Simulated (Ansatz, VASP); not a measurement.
## Two plane-wave programs on Ag

The input INCAR:

```
ALGO = Normal ; EDIFF = 1E-6
ENCUT = 520 ; ISIF = 2
ISMEAR = 1 ; LASPH = True
LCHARG = False ; LREAL = False
LWAVE = False ; NBANDS = 12
NELM = 100 ; PREC = Accurate
SIGMA = 0.6
```

File KPOINTS:

```
k-points
0
Gamma
  13 13 13
```

Contents of POSCAR:

```
Ag
1.0
    0.0000000000      1.9996579419      1.9996579419
    1.9996579419      0.0000000000      1.9996579419
    1.9996579419      1.9996579419      0.0000000000
Ag
1
Direct
    0.0000000000      0.0000000000      0.0000000000
```

Input for Ansatz:

```yaml
crystal:
  lattice:
    - [0.0, 1.9996579419, 1.9996579419]
    - [1.9996579419, 0.0, 1.9996579419]
    - [1.9996579419, 1.9996579419, 0.0]
  atoms:
    - { symbol: Ag, position: [0.0, 0.0, 0.0] }
hamiltonian:
  xc: lda
  pseudopotentials:
    kind: paw
    azcp:
      Ag: "pseudopotentials/Ag.paw.azcp"
basis:
  ecutwfc: 420
  fft_grid_basis: typed
kpoints:
  mp_grid: { grid: [13, 13, 13], shift: [0, 0, 0] }
magnetization:
  spin_polarized: false
scf:
  occupations: { method: methfessel_paxton, width: 0.6 }
  lower_state_search: "off"
output:
  stress: true
```

Alike in both runs: task single point; functional LDA; k mesh 13 × 13 × 13; occupations methfessel-paxton of order 1, width 0.6 eV; no spin polarisation.

|  | VASP | Ansatz |
| --- | --- | --- |
| version | VASP 6.6.1 | Ansatz 0.2.0 |
| potentials or method | VASP PAW LDA potentials, release 64 (Ag), cutoff 520 eV | plane waves (420 eV) with PAW, scalar-relativistic |
| valence electrons in the cell | 11 | 19 |

Ansatz gave:

```
pressure (GPa) : 0.1
```

**Question.** Estimate VASP's values.

**Answer.** Pressure (GPa): 0.2.

Ansatz warns that its potentials were made for another functional, while VASP's fit it. LDA's correlation is that of Perdew and Zunger in VASP and of Perdew and Wang (1992) in Ansatz. VASP's potentials hold 11 valence electrons a cell and Ansatz's 19, so a difference there can come from the potentials and not from the codes.
